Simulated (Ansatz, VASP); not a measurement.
# Two plane-wave programs on Si3Ge

```
Si Ge
1.0
     1.91655    1.10652    6.25616
    -1.91655    1.10652    6.25616
     0.00000   -2.21305    6.25616
Si Ge
3 1
Direct
  0.00161 0.00161 0.00161
  0.49843 0.49843 0.49843
  0.37501 0.37501 0.37501
  0.87496 0.87496 0.87496
```

Alike in both runs: task single point; functional PBE; k mesh 6 × 6 × 6; no spin polarisation.

|  | VASP | Ansatz |
| --- | --- | --- |
| version | VASP 6.6.1 | Ansatz 0.2.0 |
| potentials or method | VASP PAW PBE potentials, release 64 (Si, Ge_d) | plane waves, PAW |
| plane-wave cutoff (eV) | 520 | 420 |
| occupations | gaussian, width 0.01 eV | fixed |
| valence electrons in the cell | 26 | 26 |

|  | VASP | Ansatz | Ansatz less VASP |
| --- | --- | --- | --- |
| gap on the k mesh at the Fermi level (eV) | 0.51 | 0.51 | -0.003 |
| pressure (GPa) | 5.7 | 5.8 | +0.10 |
| traceless stress, the component that is largest in VASP (GPa) | -0.16 | -0.17 | -0.006 |
| rms of the force components (eV/Å) | 0.015 | 0.015 | -0.0002 |

Atom by atom the forces differ by 0.001 eV/Å (rms over components).
